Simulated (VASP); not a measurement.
A run of VASP 6.6.1:

File INCAR:

```
PREC = Accurate
ENCUT = 400
EDIFF = 1E-8
ISMEAR = 0
SIGMA = 0.01
LREAL = False
LASPH = True
NELM = 120
ALGO = Normal
ISIF = 2
LWAVE = False
LCHARG = False
GGA = CA
LEPSILON = True
GGA_COMPAT = False
```

Contents of KPOINTS:

```
Automatic mesh
0
Gamma
  5 5 5
```

The input POSCAR:

```
SnSe
1.0
    0.0000000000      3.0100000000      3.0100000000
    3.0100000000      0.0000000000      3.0100000000
    3.0100000000      3.0100000000      0.0000000000
Sn Se
1 1
Direct
    0.0000000000      0.0000000000      0.0000000000
    0.5000000000      0.5000000000      0.5000000000
```

Potentials or basis: VASP PAW LDA potentials, release 64 (Sn_d, Se).

Run with:

```console
$ cat potpaw_LDA.64/Sn_d/POTCAR potpaw_LDA.64/Se/POTCAR > POTCAR
$ mpirun -np 1 vasp_std > vasp.out
```

Hardware: 1 thread of AMD EPYC 7R43 64-Core Processor (Zen 3), with other jobs on the host.

Task: Estimate the wall time of this run.

Result: It took 110 s on 1 thread of AMD EPYC 7R43 64-Core Processor (Zen 3), with other jobs on the host, peak memory 0.12 GiB. Counts: scf iterations 151, k points 10.
